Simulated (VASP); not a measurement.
A run of VASP 6.6.1 is set up as follows.

Contents of POSCAR:

```
Mo
1.0
   -1.6046509537      1.6046509537      1.6046509537
    1.6046509537     -1.6046509537      1.6046509537
    1.6046509537      1.6046509537     -1.6046509537
Mo
1
Direct
    0.0000000000      0.0000000000      0.0000000000
```

INCAR.step1

```
SYSTEM = Mo
PREC     = Accurate       ! precision mode
ENCUT    = 520            ! plane-wave cutoff, eV
EDIFF    = 1E-5           ! SCF threshold, eV
ISMEAR   = -1             ! smearing method
SIGMA    = 0.05           ! smearing width, eV
LREAL    = .False.        ! projectors in reciprocal space
LASPH    = .True.         ! aspherical terms in the spheres
NELM     = 60             ! most SCF steps
ALGO     = Normal         ! electronic algorithm
ISIF     = 2              ! what is computed and relaxed
LWAVE    = .True.         ! write WAVECAR
LCHARG   = .False.        ! write CHGCAR
GGA      = PE             ! functional
NBANDS   = 13             ! bands
```

INCAR.step2

```
SYSTEM = Mo
PREC     = Accurate       ! precision mode
ENCUT    = 520            ! plane-wave cutoff, eV
EDIFF    = 1E-6           ! SCF threshold, eV
ISMEAR   = -1             ! smearing method
SIGMA    = 0.05           ! smearing width, eV
LREAL    = .False.        ! projectors in reciprocal space
LASPH    = .True.         ! aspherical terms in the spheres
NELM     = 60             ! most SCF steps
ALGO     = Normal         ! electronic algorithm
ISIF     = 2              ! what is computed and relaxed
LWAVE    = .False.        ! write WAVECAR
LCHARG   = .False.        ! write CHGCAR
GGA      = PE             ! functional
LHFCALC  = .True.         ! exact exchange
HFSCREEN = 0.2079         ! screening, 1/A
PRECFOCK = Normal       
ISTART   = 1            
NBANDS   = 13             ! bands
```

File KPOINTS:

```
regular mesh
0
Gamma
  8 8 8
  0 0 0
```

Potentials or basis: VASP PAW PBE potentials, release 64 (Mo_sv).

Command:

```sh
$ cat potpaw_PBE.64/Mo_sv/POTCAR > POTCAR
$ cp INCAR.step1 INCAR
$ mpirun -np 1 vasp_std > vasp.out
$ cp INCAR.step2 INCAR
$ mpirun -np 1 vasp_std > vasp.out
```

Task: Estimate the band gap on the k mesh.

Result: Zero (bands 7 and 8 overlap by 5.76 eV).

Task: What does it give for the pressure?

Result: -15.8 GPa.

Caveat: the cell stands under tension; the PAW data sets were made with another functional, which shifts forces and pressure a little.
